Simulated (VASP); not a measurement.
Wanted: the native input for a VASP 6.6.1 run.

```yaml
Task: single point
Functional: LDA
Potentials_or_basis: VASP PAW LDA potentials, release 64 (Ce)
Cutoff: 520 eV
k_mesh: 8 × 8 × 8
Occupations: fermi-dirac, width 0.136057 eV
Spin: no spin polarisation
Dipole_correction: no
Further_INCAR_settings: ALGO = Normal; EDIFF = 1e-06; NBANDS = 19
```

The structure of Ce lies in POSCAR:

```
Ce
1.0
    0.0000000000      3.0538784307      3.0538784307
    3.0538784307      0.0000000000      3.0538784307
    3.0538784307      3.0538784307      0.0000000000
Ce
2
Direct
    0.0000000000      0.0000000000      0.0000000000
    0.2500000000      0.2500000000      0.2500000000
```

This isn't the form of Ce at room conditions, which is fcc.

The input as run:

INCAR

```
SYSTEM = Ce
PREC = Accurate
ENCUT = 520
EDIFF = 1E-6
ISMEAR = -1
SIGMA = 0.13605693000000002
LREAL = .FALSE.
LASPH = .TRUE.
NELM = 100
ALGO = Normal
ISIF = 2
LWAVE = .FALSE.
LCHARG = .TRUE.
LELF = .TRUE.
LVHAR = .TRUE.
NBANDS = 19
```

KPOINTS

```
Automatic mesh
0
G
  8 8 8
  0 0 0
```

Potentials or basis: VASP PAW LDA potentials, release 64 (Ce).

The run is started by

```sh
$ cat potpaw_LDA.64/Ce/POTCAR > POTCAR
$ mpirun -np 1 vasp_std > vasp.out
```

Results of the run:

```json
{
 "Pressure": "0.0 GPa",
 "Band gap on the k mesh": "zero (bands 12 and 13 overlap by 0.62 eV)"
}
```

Caveat: spin-orbit coupling is left out, which moves the levels of the heavy elements; semilocal functionals describe open f shells poorly, which spoils levels, moments and volumes.

Wall time 32 s on 1 thread of Intel(R) Xeon(R) Platinum 8259CL CPU @ 2.50GHz (Skylake/Cascade Lake), on a shared host, peak memory 0.17 GiB.
